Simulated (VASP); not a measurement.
Write the native input for VASP 6.6.1 that does the following.

- Task: single point
- Functional: PBE
- Potentials or basis: VASP PAW PBE potentials, release 64 (Al, Cu)
- Cutoff: 520 eV
- k mesh: 10 × 10 × 10
- Occupations: gaussian, width 0.15 eV
- Spin: no spin polarisation
- Dipole correction: no
- Further INCAR settings: ALGO = Fast; EDIFF = 1e-06; NBANDS = 26

The structure of Al2Cu lies in POSCAR:

```
Al2Cu
1.0
   -2.8748500000      2.8748500000      2.5145000000
    2.8748500000     -2.8748500000      2.5145000000
    2.8748500000      2.8748500000     -2.5145000000
Al Cu
4 2
Direct
    0.1587211657      0.6587211657      0.8174423314
    0.6587211657      0.8412788343      0.5000000000
    0.8412788343      0.3412788343      0.1825576686
    0.3412788343      0.1587211657      0.5000000000
    0.7500000000      0.7500000000      0.0000000000
    0.2500000000      0.2500000000      0.0000000000
```

The input as run:

INCAR

```
PREC = Accurate ; ENCUT = 520
EDIFF = 1E-6 ; ISMEAR = 0
SIGMA = 0.15 ; LREAL = False
LASPH = True ; NELM = 80
ALGO = Fast ; ISIF = 2
LWAVE = False ; LCHARG = False
GGA = PE ; NBANDS = 26
```

KPOINTS

```
regular mesh
0
Gamma
  10 10 10
```

Potentials or basis: VASP PAW PBE potentials, release 64 (Al, Cu).

Command:

```sh
$ cat potpaw_PBE.64/Al/POTCAR potpaw_PBE.64/Cu/POTCAR > POTCAR
$ mpirun -np 1 vasp_std > vasp.out
```

Results of the run:

```yaml
Pressure: 9.6 GPa
Largest_force: 0.258 eV/Å
Band_gap_on_the_k_mesh: zero (band 17 reaches 11.09 eV, above the bottom of band 18 at 7.35 eV)
```

Run time: 2.4 min on 1 thread of AMD EPYC 9R45 96-Core Processor (Zen 5) (shared host), peak memory 0.3 GiB.
